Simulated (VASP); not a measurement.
A run of VASP 6.6.1 is set up as follows.

INCAR

```
PREC = Accurate
ENCUT = 520
EDIFF = 1E-6
ISMEAR = 0
SIGMA = 0.05
LREAL = F
LASPH = T
NELM = 100
ALGO = Normal
ISIF = 2
LWAVE = F
LCHARG = F
GGA = PE
NBANDS = 11
```

Contents of KPOINTS:

```
Automatic mesh
0
Gamma
  12 12 10
```

The input POSCAR:

```
MgB2
1.0
    3.0611485436      0.0000000000      0.0000000000
   -1.5305742718      2.6510324035      0.0000000000
    0.0000000000      0.0000000000      3.4818172570
Mg B
1 2
Direct
    0.0000000000      0.0000000000      0.0000000000
    0.3333333333      0.6666666667      0.5000000000
    0.6666666667      0.3333333333      0.5000000000
```

Potentials or basis: VASP PAW PBE potentials, release 64 (Mg, B).

The run is started by

```console
$ cat potpaw_PBE.64/Mg/POTCAR potpaw_PBE.64/B/POTCAR > POTCAR
$ mpirun -np 1 vasp_std > vasp.out
```

Q: Predict the pressure.

A: 2.8 GPa.

Q: Estimate the band gap on the k mesh.

A: Zero (band 4 reaches 7.29 eV, above the bottom of band 5 at 3.40 eV).

Stress tensor (GPa, compression positive):
```
2.84 0.00 0.00
0.00 2.84 0.00
0.00 0.00 2.62
```
